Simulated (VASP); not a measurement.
# HfN (Fmmm) in VASP: notebook

The runs below take HfN through single point, with PBEsol.

All numbers are computed with VASP 6.6.1; they aren't measurements. Logs are shortened: lines on timing, memory, paths and dates and some standing lists are left out, and cuts for length are marked.

## 1. The cell of the first run

Symmetry: Fmmm, No. 69, orthorhombic system. Conventional cell: a = 4.439 Å, b = 4.518 Å, c = 4.597 Å, α = 90.00°, β = 90.00°, γ = 90.00°. Hf (site symmetry mmm) has 6 N at 2.22 to 2.30 Å within 2.9 Å. N (site symmetry mmm) has 6 Hf at 2.22 to 2.30 Å within 2.9 Å.

## 2. Single point, PBEsol (strain +0.0175 x Voigt [1, -1, 0, 0, 0, 0])

File INCAR:

```
PREC = Accurate ; ENCUT = 520
EDIFF = 1E-6 ; ISMEAR = 0
SIGMA = 0.15 ; LREAL = False
LASPH = True ; NELM = 60
ALGO = Normal ; ISIF = 2
LWAVE = False ; LCHARG = False
GGA = PS ; NBANDS = 14
```

File KPOINTS:

```
regular mesh
0
Gamma
  18 18 18
```

File POSCAR:

```
HfN
1.0
    0.0000000000      2.2194675000      2.2590000000
    2.2985325000      0.0000000000      2.2590000000
    2.2985325000      2.2194675000      0.0000000000
Hf N
1 1
Direct
    0.0000000000      0.0000000000      0.0000000000
    0.5000000000      0.5000000000      0.5000000000
```

Potentials or basis: VASP PAW PBE potentials, release 64 (Hf_pv, N).

Started as:

```sh
> cat potpaw_PBE.64/Hf_pv/POTCAR potpaw_PBE.64/N/POTCAR > POTCAR
> mpirun -np 1 vasp_std > vasp.out
```

OUTCAR:

```text
PREC = Accurate
   ENCUT = 520
   EDIFF = 1E-6
   ISMEAR = 0
   LREAL = False
   LASPH = True
   NELM = 60
   ISIF = 2
   GGA = PS

 ion  position               nearest neighbor table
   1  0.000  0.000  0.000-   2 2.22   2 2.22   2 2.26   2 2.26   2 2.30   2 2.30
   2  0.500  0.500  0.500-   1 2.22   1 2.22   1 2.26   1 2.26   1 2.30   1 2.30

  LATTYP: Found a face centered orthorhombic cell.
 ALAT       =     4.4389350000
 B/A-ratio  =     1.0178117048
 C/A-ratio  =     1.0356234097

  Lattice vectors:

 A1 = (  -2.2985325000,   0.0000000000,  -2.2590000000)
 A2 = (  -2.2985325000,   2.2194675000,   0.0000000000)
 A3 = (   0.0000000000,   2.2194675000,  -2.2590000000)

Analysis of symmetry for initial positions (statically):
=====================================================================
 Subroutine PRICEL returns:
 Original cell was already a primitive cell.

 Routine SETGRP: Setting up the symmetry group for a
 face centered orthorhombic supercell.

 Subroutine GETGRP returns: Found  8 space group operations
 (whereof  8 operations were pure point group operations)
 out of a pool of  8 trial point group operations.

The static configuration has the point symmetry D_2h.

Analysis of symmetry for dynamics (positions and initial velocities):
=====================================================================
 Subroutine PRICEL returns:
 Original cell was already a primitive cell.

 Routine SETGRP: Setting up the symmetry group for a
 face centered orthorhombic supercell.

 Subroutine GETGRP returns: Found  8 space group operations
 (whereof  8 operations were pure point group operations)
 out of a pool of  8 trial point group operations.

The dynamic configuration has the point symmetry D_2h.

 Subroutine INISYM returns: Found  8 space group operations
 (whereof  8 operations are pure point group operations),
 and found     1 'primitive' translations

----------------------------------------------------------------------------------------

                                     Primitive cell

  volume of cell :      23.0487

  direct lattice vectors                    reciprocal lattice vectors
     0.000000000  2.219467500  2.259000000    -0.217530098  0.225279262  0.221336875
     2.298532500  0.000000000  2.259000000     0.217530098 -0.225279262  0.221336875
     2.298532500  2.219467500  0.000000000     0.217530098  0.225279262 -0.221336875

  length of vectors
     3.166878113  3.222783371  3.195197590     0.383484161  0.383484161  0.383484161
[... 91 lines left out ...]
   PSTRESS=    0.0 pullay stress
   NELECT =      15.0000    total number of electrons
   NUPDOWN=      -1.0000    fix difference up-down
   EMIN   =  10.00;   EMAX   =-10.00  energy-range for DOS
   EFERMI =   0.00;   METHOD = LEGACY
   ISMEAR =     0;   SIGMA  =   0.15  broadening in eV -4-tet -1-fermi 0-gaus
   EFERMI_NEDOS =   21; number of points for ismear=-14 and -15
   IALGO  =     38    algorithm
   IMIX   =      4    mixing-type and parameters
     AMIX     =   0.40;   BMIX     =  1.00
     AMIX_MAG =   1.60;   BMIX_MAG =  1.00
  volume/ion in A,a.u.               =      11.52        77.77
  Fermi-wavevector in a.u.,A,eV,Ry     =   1.418698  2.680951 27.384510  2.012705
  Thomas-Fermi vector in A             =   2.539796
   LORBIT       =      0    0 simple, 1 ext, 2 COOP (PROOUT), +10 PAW based schemes
   GGA     = PS    functional components
   LHFCALC =     F    Hartree Fock is set to
   AEXX    =    0.0000 exact exchange contribution
   IVDW    =     0    specifies the selected vdW correction
   LEPSILON=     F    determine dielectric tensor
   LRPA    =     F    only Hartree local field effects (RPA)
 non-spin polarized calculation
 Gauss-broadening in eV      SIGMA  =   0.15
  energy-cutoff  :      520.00
  volume of cell :       23.05
 maximum number of plane-waves:       636
   NGX = 11   NGY = 11   NGZ = 11

 number of electron      15.0000000 magnetization

 Free energy of the ion-electron system (eV)
  ---------------------------------------------------
  ext. energy  EPLUGINS =         0.00000000
  ---------------------------------------------------
  free energy    TOTEN  =       -22.96841825 eV

  energy without entropy =      -22.96173762  energy(sigma->0) =      -22.96507793

 E-fermi :   8.1947     XC(G=0): -12.8938

 val. band max:        8.1914559493   @ k =   0.4444   0.0000   0.1667
 cond. band min:       8.1950027243   @ k =   0.1111  -0.0000   0.0000
 fundamental gap:      0.0035467750
 Fermi energy:         8.1947409096

 k-point     1 :       0.0000    0.0000    0.0000
  band No.  band energies     occupation
      1     -22.8730      2.00000
      2     -22.8518      2.00000
      3     -22.8378      2.00000
      4      -9.2425      2.00000
      5       5.1335      2.00000
      6       5.2122      2.00000
      7       5.3081      2.00000
      8       7.6387      2.00000
      9       7.8380      1.99923
     10       8.0333      1.87192
     11       9.4841      0.00000
     12      10.1206      0.00000
     13      10.7246      0.00000
     14      17.7506      0.00000
[... 377 lines left out ...]
      1     -23.3387      2.00000
      2     -22.9340      2.00000
      3     -22.8790      2.00000
      4      -8.0267      2.00000
      5       1.8275      2.00000
      6       3.0923      2.00000
      7       3.4616      2.00000
      8       8.6098      0.00009
      9       9.1478      0.00000
     10      10.0199      0.00000
     11      12.1606      0.00000
     12      13.0867      0.00000
     13      14.3453      0.00000
     14      20.4561      0.00000

 [... further k-points ...]

------------------------ aborting loop because EDIFF is reached ----------------------------------------

  FORCE on cell =-STRESS in cart. coord.  units (eV):
  Direction    XX          YY          ZZ          XY          YZ          ZX
  --------------------------------------------------------------------------------------
  -------------------------------------------------------------------------------------
  Total       -1.8289771      0.5985157     -0.7158472      0.0000000      0.0000000      0.0000000
  in kB     -127.1373616     41.6045151    -49.7605596      0.0000000      0.0000000      0.0000000
  external PRESSURE =     -45.0978020 kB  Pullay stress =       0.0000000 kB

 VOLUME and BASIS-vectors are now :
 -----------------------------------------------------------------------------
  energy-cutoff  :      520.00
  volume of cell :       23.05
      direct lattice vectors                 reciprocal lattice vectors
     0.000000000  2.219467500  2.259000000    -0.217530098  0.225279262  0.221336875
     2.298532500  0.000000000  2.259000000     0.217530098 -0.225279262  0.221336875
     2.298532500  2.219467500  0.000000000     0.217530098  0.225279262 -0.221336875

 POSITION                                       TOTAL-FORCE (eV/Angst)
 -----------------------------------------------------------------------------------
      0.00000      0.00000      0.00000        -0.000000      0.000000      0.000000
      2.29853      2.21947      2.25900         0.000000     -0.000000      0.000000
 -----------------------------------------------------------------------------------
    total drift:                                0.000000     -0.000000     -0.000000

  FREE ENERGIE OF THE ION-ELECTRON SYSTEM (eV)
  ---------------------------------------------------
  free  energy   TOTEN  =       -22.9684182450 eV

  energy  without entropy=      -22.9617376154  energy(sigma->0) =      -22.96507793
```

OSZICAR:

```text
N       E                     dE             d eps       ncg     rms          rms(c)
DAV:   1     0.372070977476E+02    0.37207E+02   -0.78065E+03 24290   0.101E+03
DAV:   2    -0.237227950417E+02   -0.60930E+02   -0.57048E+02 31766   0.236E+02
DAV:   3    -0.256975096528E+02   -0.19747E+01   -0.19658E+01 28114   0.348E+01
DAV:   4    -0.257048170390E+02   -0.73074E-02   -0.73059E-02 28742   0.246E+00
DAV:   5    -0.257048616938E+02   -0.44655E-04   -0.44654E-04 28084   0.166E-01    0.505E+01
DAV:   6    -0.230907529438E+02    0.26141E+01   -0.72561E+00 27160   0.209E+01    0.422E+01
DAV:   7    -0.230002141781E+02    0.90539E-01   -0.44482E-01 30856   0.583E+00    0.259E+01
DAV:   8    -0.229738032029E+02    0.26411E-01   -0.10741E-01 28300   0.275E+00    0.517E+00
DAV:   9    -0.229685885527E+02    0.52147E-02   -0.14710E-02 27778   0.957E-01    0.198E+00
DAV:  10    -0.229684537652E+02    0.13479E-03   -0.10967E-03 32300   0.311E-01    0.445E-01
DAV:  11    -0.229684191094E+02    0.34656E-04   -0.82516E-05 30036   0.898E-02    0.684E-02
DAV:  12    -0.229684182450E+02    0.86434E-06   -0.68805E-06 29914   0.223E-02
   1 F= -.22968418E+02 E0= -.22965078E+02  d E =-.668063E-02
```

It took 3 min on 1 thread of Intel Xeon 8259CL, shared host; peak memory 0.39 GiB.

What came out:

```yaml
Free_energy: -22.9684 eV
Pressure: -4.5 GPa
Band_gap_on_the_k_mesh: zero (an odd number of electrons rules out a gap without spin polarisation)
```

Stress tensor (GPa, compression positive):
```
-12.71   0.00   0.00
  0.00   4.16   0.00
  0.00   0.00  -4.98
```

Levels at points of the mesh, in eV from the Fermi level:
```csv
k point,band 5,band 6,band 7,band 8,band 9,band 10,band 11,band 12
"(0.00, 0.00, 0.00)",-3.06,-2.98,-2.89,-0.56,-0.36,-0.16,1.29,1.93
"(0.50, 0.00, 0.00)",-8.90,-6.19,-6.17,3.29,3.64,3.85,4.40,8.48
"(0.50, 0.50, 0.00)",-5.38,-3.83,-3.73,-3.56,3.95,5.30,5.78,5.80
"(0.50, 0.00, 0.50)",-5.19,-3.88,-3.77,-3.69,4.07,5.42,5.64,5.69
"(0.00, 0.50, 0.50)",-5.56,-3.79,-3.61,-3.52,4.06,5.43,5.66,5.68
```

Caveat: the cell differs from its parent crystal (strain +0.0175 x Voigt [1, -1, 0, 0, 0, 0]); the stress differs along the axes, from -13 to 4 GPa; the PAW data sets were made with another functional, which shifts forces and pressure a little; spin-orbit coupling is left out, which moves the levels of the heavy elements.

## 3. Single point, PBEsol (strain +0.0125 x Voigt [1, -1, 0, 0, 0, 0])

File INCAR:

```
ALGO = Normal
EDIFF = 1E-6
ENCUT = 520
GGA = PS
ISIF = 2
ISMEAR = 0
LASPH = T
LCHARG = F
LREAL = F
LWAVE = F
NBANDS = 14
NELM = 60
PREC = Accurate
SIGMA = 0.15
```

File KPOINTS:

```
k-points
0
Gamma
  18 18 18
```

File POSCAR:

```
HfN
1.0
    0.0000000000      2.2307625000      2.2590000000
    2.2872375000      0.0000000000      2.2590000000
    2.2872375000      2.2307625000      0.0000000000
Hf N
1 1
Direct
    0.0000000000      0.0000000000      0.0000000000
    0.5000000000      0.5000000000      0.5000000000
```

Potentials or basis: VASP PAW PBE potentials, release 64 (Hf_pv, N).

Started as:

```sh
> cat potpaw_PBE.64/Hf_pv/POTCAR potpaw_PBE.64/N/POTCAR > POTCAR
> mpirun -np 1 vasp_std > vasp.out
```

Run time: 3.6 min. Hardware: 1 thread of Intel Xeon 8259CL, shared host; peak memory 0.39 GiB.

The run converged. Its results:

```yaml
Free_energy: -22.9787 eV
Pressure: -4.8 GPa
Band_gap_on_the_k_mesh: zero (an odd number of electrons rules out a gap without spin polarisation)
```

Stress tensor (GPa, compression positive):
```
-10.68   0.00   0.00
  0.00   1.24   0.00
  0.00   0.00  -5.07
```

Levels at points of the mesh, in eV from the Fermi level:
```csv
k point,band 5,band 6,band 7,band 8,band 9,band 10,band 11,band 12
"(0.00, 0.00, 0.00)",-3.04,-2.98,-2.91,-0.50,-0.36,-0.22,1.46,1.93
"(0.50, 0.00, 0.00)",-8.90,-6.18,-6.16,3.30,3.66,3.81,4.41,8.60
"(0.50, 0.50, 0.00)",-5.38,-3.83,-3.70,-3.58,4.02,5.38,5.71,5.73
"(0.50, 0.00, 0.50)",-5.24,-3.87,-3.73,-3.68,4.09,5.47,5.63,5.65
"(0.00, 0.50, 0.50)",-5.51,-3.80,-3.62,-3.56,4.08,5.47,5.64,5.66
```

Caveat: the cell differs from its parent crystal (strain +0.0125 x Voigt [1, -1, 0, 0, 0, 0]); the stress differs along the axes, from -11 to 1 GPa; the PAW data sets were made with another functional, which shifts forces and pressure a little; spin-orbit coupling is left out, which moves the levels of the heavy elements.
